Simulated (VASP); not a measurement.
# HfN (Fm-3m) in VASP: further runs

The runs below take HfN through electric field gradients, with PBE.

Program: VASP 6.6.1. These are calculated values, not measurements. Logs are shortened: lines on timing, memory, paths and dates and some standing lists are left out, and cuts for length are marked.

### Step 1. The cell of the first run

It takes space group Fm-3m (No. 225, cubic). Conventional cell: a = 4.600 Å, b = 4.600 Å, c = 4.600 Å, α = 90.00°, β = 90.00°, γ = 90.00°. Hf (site symmetry m-3m) has 6 N at 2.30 Å within 3.0 Å. N (site symmetry m-3m) has 6 Hf at 2.30 Å within 3.0 Å.

### Step 2. Electric field gradients, PBE (volume scaled by 1.06)

INCAR

```
SYSTEM = HfN
PREC     = Accurate       ! precision mode
ENCUT    = 520            ! plane-wave cutoff, eV
EDIFF    = 1E-8           ! SCF threshold, eV
ISMEAR   = -1             ! smearing method
SIGMA    = 0.05           ! smearing width, eV
LREAL    = .False.        ! projectors in reciprocal space
LASPH    = .True.         ! aspherical terms in the spheres
NELM     = 60             ! most SCF steps
ALGO     = Normal         ! electronic algorithm
ISIF     = 2              ! what is computed and relaxed
LWAVE    = .False.        ! write WAVECAR
LCHARG   = .False.        ! write CHGCAR
GGA      = PE             ! functional
LEFG     = .True.       
NBANDS   = 14             ! bands
```

KPOINTS

```
Automatic mesh
0
Gamma
  16 16 16
  0 0 0
```

POSCAR

```
HfN
1.0
    0.0000000000      2.3001039083      2.3001039083
    2.3001039083      0.0000000000      2.3001039083
    2.3001039083      2.3001039083      0.0000000000
Hf N
1 1
Direct
    0.0000000000      0.0000000000      0.0000000000
    0.5000000000      0.5000000000      0.5000000000
```

Potentials or basis: VASP PAW PBE potentials, release 64 (Hf_pv, N).

Started as:

```
$ cat potpaw_PBE.64/Hf_pv/POTCAR potpaw_PBE.64/N/POTCAR > POTCAR
$ mpirun -np 1 vasp_std > vasp.out
```

OUTCAR:

```text
SYSTEM = HfN
   PREC = Accurate
   ENCUT = 520
   EDIFF = 1E-8
   ISMEAR = -1
   LREAL = .False.
   LASPH = .True.
   NELM = 60
   ISIF = 2
   GGA = PE

 ion  position               nearest neighbor table
   1  0.000  0.000  0.000-   2 2.30   2 2.30   2 2.30   2 2.30   2 2.30   2 2.30
   2  0.500  0.500  0.500-   1 2.30   1 2.30   1 2.30   1 2.30   1 2.30   1 2.30

  LATTYP: Found a face centered cubic cell.
 ALAT       =     4.6002078166

  Lattice vectors:

 A1 = (   0.0000000000,   2.3001039083,   2.3001039083)
 A2 = (   2.3001039083,   0.0000000000,   2.3001039083)
 A3 = (   2.3001039083,   2.3001039083,   0.0000000000)

Analysis of symmetry for initial positions (statically):
=====================================================================
 Subroutine PRICEL returns:
 Original cell was already a primitive cell.

 Routine SETGRP: Setting up the symmetry group for a
 face centered cubic supercell.

 Subroutine GETGRP returns: Found 48 space group operations
 (whereof 48 operations were pure point group operations)
 out of a pool of 48 trial point group operations.

The static configuration has the point symmetry O_h .

Analysis of symmetry for dynamics (positions and initial velocities):
=====================================================================
 Subroutine PRICEL returns:
 Original cell was already a primitive cell.

 Routine SETGRP: Setting up the symmetry group for a
 face centered cubic supercell.

 Subroutine GETGRP returns: Found 48 space group operations
 (whereof 48 operations were pure point group operations)
 out of a pool of 48 trial point group operations.

The dynamic configuration has the point symmetry O_h .

 Subroutine INISYM returns: Found 48 space group operations
 (whereof 48 operations are pure point group operations),
 and found     1 'primitive' translations

----------------------------------------------------------------------------------------

                                     Primitive cell

  volume of cell :      24.3373

  direct lattice vectors                    reciprocal lattice vectors
     0.000000000  2.300103908  2.300103908    -0.217381484  0.217381484  0.217381484
     2.300103908  0.000000000  2.300103908     0.217381484 -0.217381484  0.217381484
     2.300103908  2.300103908  0.000000000     0.217381484  0.217381484 -0.217381484

[... 135 lines left out ...]
 Fermi energy:         7.9076600607

 k-point     1 :       0.0000    0.0000    0.0000
  band No.  band energies     occupation
      1     -23.4569      2.00000
      2     -23.4569      2.00000
      3     -23.4569      2.00000
      4      -9.2798      2.00000
      5       4.9481      2.00000
      6       4.9481      2.00000
      7       4.9481      2.00000
      8       7.5881      1.99665
      9       7.5881      1.99665
     10       7.5881      1.99665
     11       9.2049      0.00000
     12       9.7461      0.00000
     13       9.7461      0.00000
     14      17.3429      0.00000
[... 377 lines left out ...]
      1     -23.5338      2.00000
      2     -23.4766      2.00000
      3     -23.4587      2.00000
      4      -9.0708      2.00000
      5       3.9587      2.00000
      6       4.3363      2.00000
      7       4.6217      2.00000
      8       7.7384      1.93453
      9       7.7520      1.91485
     10       8.1506      0.01540
     11       9.6365      0.00000
     12      10.4329      0.00000
     13      10.7043      0.00000
     14      18.0848      0.00000

 [... further k-points ...]

------------------------ aborting loop because EDIFF is reached ----------------------------------------

  FORCE on cell =-STRESS in cart. coord.  units (eV):
  Direction    XX          YY          ZZ          XY          YZ          ZX
  --------------------------------------------------------------------------------------
  -------------------------------------------------------------------------------------
  Total       -1.6147632     -1.6147632     -1.6147632     -0.0000000      0.0000000      0.0000000
  in kB     -106.3033756   -106.3033756   -106.3033756     -0.0000000      0.0000000      0.0000000
  external PRESSURE =    -106.3033756 kB  Pullay stress =       0.0000000 kB

 VOLUME and BASIS-vectors are now :
 -----------------------------------------------------------------------------
  energy-cutoff  :      520.00
  volume of cell :       24.34
      direct lattice vectors                 reciprocal lattice vectors
     0.000000000  2.300103908  2.300103908    -0.217381484  0.217381484  0.217381484
     2.300103908  0.000000000  2.300103908     0.217381484 -0.217381484  0.217381484
     2.300103908  2.300103908  0.000000000     0.217381484  0.217381484 -0.217381484

 POSITION                                       TOTAL-FORCE (eV/Angst)
 -----------------------------------------------------------------------------------
      0.00000      0.00000      0.00000        -0.000000     -0.000000      0.000000
      2.30010      2.30010      2.30010         0.000000      0.000000     -0.000000
 -----------------------------------------------------------------------------------
    total drift:                                0.000000     -0.000000     -0.000000

  FREE ENERGIE OF THE ION-ELECTRON SYSTEM (eV)
  ---------------------------------------------------
  free  energy   TOTEN  =       -21.7262031241 eV

  energy  without entropy=      -21.7212301240  energy(sigma->0) =      -21.72371662

 Electric field gradients (V/A^2)
---------------------------------------------------------------------
 ion       V_xx      V_yy      V_zz      V_xy      V_xz      V_yz
---------------------------------------------------------------------
   1      -0.000     0.000    -0.000    -0.000    -0.000    -0.000
   2      -0.000     0.000    -0.000     0.001     0.001     0.001
---------------------------------------------------------------------

 Electric field gradients after diagonalization (V/A^2)
 (convention: |V_zz| > |V_xx| > |V_yy|)
----------------------------------------------------------------------
 ion       V_xx      V_yy      V_zz     asymmetry (V_yy - V_xx)/ V_zz
----------------------------------------------------------------------
   1       0.000     0.000    -0.000       0.000
   2      -0.001    -0.001     0.003       0.000
----------------------------------------------------------------------

           NMR quadrupolar parameters

 Cq : quadrupolar parameter    Cq=e*Q*V_zz/h
 eta: asymmetry parameters     (V_yy - V_xx)/ V_zz
 Q  : nuclear electric quadrupole moment in mb (millibarn)
----------------------------------------------------------------------
 ion       Cq(MHz)       eta       Q (mb)
----------------------------------------------------------------------
   1      -0.000       0.000       1.000
   2       0.000       0.000       1.000
----------------------------------------------------------------------
```

OSZICAR:

```text
N       E                     dE             d eps       ncg     rms          rms(c)
DAV:   1     0.392165269530E+02    0.39217E+02   -0.78661E+03  4068   0.101E+03
DAV:   2    -0.225967047457E+02   -0.61813E+02   -0.57690E+02  5448   0.234E+02
DAV:   3    -0.247369108884E+02   -0.21402E+01   -0.21318E+01  4588   0.359E+01
DAV:   4    -0.247452848545E+02   -0.83740E-02   -0.83729E-02  4888   0.266E+00
DAV:   5    -0.247453403034E+02   -0.55449E-04   -0.55448E-04  4596   0.188E-01    0.440E+01
DAV:   6    -0.218610741360E+02    0.28843E+01   -0.85546E+00  4426   0.218E+01    0.384E+01
DAV:   7    -0.217592029524E+02    0.10187E+00   -0.47497E-01  5026   0.607E+00    0.254E+01
DAV:   8    -0.217342358989E+02    0.24967E-01   -0.15181E-01  4540   0.329E+00    0.645E+00
DAV:   9    -0.217262926439E+02    0.79433E-02   -0.21184E-02  4438   0.117E+00    0.199E+00
DAV:  10    -0.217262395394E+02    0.53105E-04   -0.11041E-03  5360   0.319E-01    0.482E-01
DAV:  11    -0.217262051642E+02    0.34375E-04   -0.69948E-05  4996   0.815E-02    0.116E-01
DAV:  12    -0.217262032334E+02    0.19308E-05   -0.85746E-06  5458   0.245E-02    0.583E-03
DAV:  13    -0.217262031277E+02    0.10567E-06   -0.20824E-07  4408   0.464E-03    0.697E-03
DAV:  14    -0.217262030857E+02    0.41989E-07   -0.21207E-08  4918   0.128E-03    0.238E-03
DAV:  15    -0.217262031176E+02   -0.31830E-07   -0.20190E-09  2594   0.422E-04    0.601E-05
DAV:  16    -0.217262031241E+02   -0.65622E-08   -0.41436E-10  2522   0.187E-04
   1 F= -.21726203E+02 E0= -.21723717E+02  d E =-.497300E-02
```

stdout:

```text
POSCAR found type information on POSCAR HfN
 POSCAR found :  2 types and       2 ions
 scaLAPACK will be used
 LDA part: xc-table for (Slater+PW92), standard interpolation
 POSCAR, INCAR and KPOINTS ok, starting setup
 FFT: planning ... GRIDC
 FFT: planning ... GRID_SOFT
 FFT: planning ... GRID
 WAVECAR not read
 entering main loop
ion   1

ion   2
```

Run time: 15 s. Hardware: 1 thread of Intel Xeon 6975P-C (Granite Rapids), shared host; peak memory 0.17 GiB.

What came out:

```yaml
Free_energy: -21.7262 eV
Pressure: -10.6 GPa
```

Levels at points of the mesh, in eV from the Fermi level:
| k point | band 4 | band 5 | band 6 | band 7 | band 8 | band 9 | band 10 | band 11 | band 12 | band 13 |
| --- | --- | --- | --- | --- | --- | --- | --- | --- | --- | --- |
| (0.00, 0.00, 0.00) | -17.19 | -2.96 | -2.96 | -2.96 | -0.32 | -0.32 | -0.32 | 1.30 | 1.84 | 1.84 |
| (0.50, 0.00, 0.00) | -14.76 | -8.57 | -5.91 | -5.91 | 3.04 | 3.43 | 3.43 | 4.15 | 8.20 | 8.20 |
| (0.50, 0.50, 0.00) | -16.12 | -5.40 | -3.66 | -3.66 | -3.57 | 3.81 | 4.98 | 5.11 | 5.11 | 7.32 |

Caveat: without QUAD_EFG the Cq values of the log hold for a quadrupole moment of 1 mb, not for the nuclei; spin-orbit coupling is left out, which moves the levels of the heavy elements.

### Step 3. Electric field gradients, PBE (volume scaled by 1.06)

INCAR

```
PREC = Accurate
ENCUT = 520
EDIFF = 1E-8
ISMEAR = -1
SIGMA = 0.05
LREAL = False
LASPH = True
NELM = 60
ALGO = Normal
ISIF = 2
LWAVE = False
LCHARG = False
GGA = PE
LEFG = True
NBANDS = 14
```

KPOINTS

```
regular mesh
0
Gamma
  16 16 16
```

POSCAR is that of step 2.

Potentials or basis: VASP PAW PBE potentials, release 64 (Hf_pv, N).

Started as:

```
$ cat potpaw_PBE.64/Hf_pv/POTCAR potpaw_PBE.64/N/POTCAR > POTCAR
$ mpirun -np 1 vasp_std > vasp.out
```

OUTCAR:

```text
PREC = Accurate
   ENCUT = 520
   EDIFF = 1E-8
   ISMEAR = -1
   LREAL = False
   LASPH = True
   NELM = 60
   ISIF = 2
   GGA = PE

 ion  position               nearest neighbor table
   1  0.000  0.000  0.000-   2 2.30   2 2.30   2 2.30   2 2.30   2 2.30   2 2.30
   2  0.500  0.500  0.500-   1 2.30   1 2.30   1 2.30   1 2.30   1 2.30   1 2.30

  LATTYP: Found a face centered cubic cell.
 ALAT       =     4.6002078166

  Lattice vectors:

 A1 = (   0.0000000000,   2.3001039083,   2.3001039083)
 A2 = (   2.3001039083,   0.0000000000,   2.3001039083)
 A3 = (   2.3001039083,   2.3001039083,   0.0000000000)

Analysis of symmetry for initial positions (statically):
=====================================================================
 Subroutine PRICEL returns:
 Original cell was already a primitive cell.

 Routine SETGRP: Setting up the symmetry group for a
 face centered cubic supercell.

[... 595 lines left out ...]
  volume of cell :       24.34
      direct lattice vectors                 reciprocal lattice vectors
     0.000000000  2.300103908  2.300103908    -0.217381484  0.217381484  0.217381484
     2.300103908  0.000000000  2.300103908     0.217381484 -0.217381484  0.217381484
     2.300103908  2.300103908  0.000000000     0.217381484  0.217381484 -0.217381484

 POSITION                                       TOTAL-FORCE (eV/Angst)
 -----------------------------------------------------------------------------------
      0.00000      0.00000      0.00000        -0.000000     -0.000000      0.000000
      2.30010      2.30010      2.30010         0.000000      0.000000     -0.000000
 -----------------------------------------------------------------------------------
    total drift:                                0.000000     -0.000000     -0.000000

  FREE ENERGIE OF THE ION-ELECTRON SYSTEM (eV)
  ---------------------------------------------------
  free  energy   TOTEN  =       -21.7262031241 eV

  energy  without entropy=      -21.7212301240  energy(sigma->0) =      -21.72371662

 Electric field gradients (V/A^2)
---------------------------------------------------------------------
 ion       V_xx      V_yy      V_zz      V_xy      V_xz      V_yz
---------------------------------------------------------------------
   1      -0.000     0.000    -0.000    -0.000    -0.000    -0.000
   2      -0.000     0.000    -0.000     0.001     0.001     0.001
---------------------------------------------------------------------

 Electric field gradients after diagonalization (V/A^2)
 (convention: |V_zz| > |V_xx| > |V_yy|)
----------------------------------------------------------------------
 ion       V_xx      V_yy      V_zz     asymmetry (V_yy - V_xx)/ V_zz
----------------------------------------------------------------------
   1       0.000     0.000    -0.000       0.000
   2      -0.001    -0.001     0.003       0.000
----------------------------------------------------------------------

           NMR quadrupolar parameters

 Cq : quadrupolar parameter    Cq=e*Q*V_zz/h
 eta: asymmetry parameters     (V_yy - V_xx)/ V_zz
 Q  : nuclear electric quadrupole moment in mb (millibarn)
----------------------------------------------------------------------
 ion       Cq(MHz)       eta       Q (mb)
----------------------------------------------------------------------
   1      -0.000       0.000       1.000
   2       0.000       0.000       1.000
----------------------------------------------------------------------
```

OSZICAR:

```text
N       E                     dE             d eps       ncg     rms          rms(c)
DAV:   1     0.392165269530E+02    0.39217E+02   -0.78661E+03  4068   0.101E+03
DAV:   2    -0.225967047457E+02   -0.61813E+02   -0.57690E+02  5448   0.234E+02
DAV:   3    -0.247369108884E+02   -0.21402E+01   -0.21318E+01  4588   0.359E+01
DAV:   4    -0.247452848545E+02   -0.83740E-02   -0.83729E-02  4888   0.266E+00
DAV:   5    -0.247453403034E+02   -0.55449E-04   -0.55448E-04  4596   0.188E-01    0.440E+01
DAV:   6    -0.218610741360E+02    0.28843E+01   -0.85546E+00  4426   0.218E+01    0.384E+01
DAV:   7    -0.217592029524E+02    0.10187E+00   -0.47497E-01  5026   0.607E+00    0.254E+01
DAV:   8    -0.217342358989E+02    0.24967E-01   -0.15181E-01  4540   0.329E+00    0.645E+00
DAV:   9    -0.217262926439E+02    0.79433E-02   -0.21184E-02  4438   0.117E+00    0.199E+00
DAV:  10    -0.217262395394E+02    0.53105E-04   -0.11041E-03  5360   0.319E-01    0.482E-01
DAV:  11    -0.217262051642E+02    0.34375E-04   -0.69948E-05  4996   0.815E-02    0.116E-01
DAV:  12    -0.217262032334E+02    0.19308E-05   -0.85746E-06  5458   0.245E-02    0.583E-03
DAV:  13    -0.217262031277E+02    0.10567E-06   -0.20824E-07  4408   0.464E-03    0.697E-03
DAV:  14    -0.217262030857E+02    0.41989E-07   -0.21207E-08  4918   0.128E-03    0.238E-03
DAV:  15    -0.217262031176E+02   -0.31830E-07   -0.20190E-09  2594   0.422E-04    0.601E-05
DAV:  16    -0.217262031241E+02   -0.65622E-08   -0.41436E-10  2522   0.187E-04
   1 F= -.21726203E+02 E0= -.21723717E+02  d E =-.497300E-02
```

Run time: 15 s. Hardware: 1 thread of Intel Xeon 6975P-C (Granite Rapids), shared host; peak memory 0.17 GiB.

What came out:

```yaml
Free_energy: -21.7262 eV
Pressure: -10.6 GPa
```

Levels at points of the mesh, in eV from the Fermi level:
```
           k point  band 6  band 7  band 8  band 9  band 10  band 11
(0.00, 0.00, 0.00)   -2.96   -2.96   -0.32   -0.32    -0.32     1.30
(0.50, 0.00, 0.00)   -5.91   -5.91    3.04    3.43     3.43     4.15
(0.50, 0.50, 0.00)   -3.66   -3.66   -3.57    3.81     4.98     5.11
```

Caveat: without QUAD_EFG the Cq values of the log hold for a quadrupole moment of 1 mb, not for the nuclei; spin-orbit coupling is left out, which moves the levels of the heavy elements.
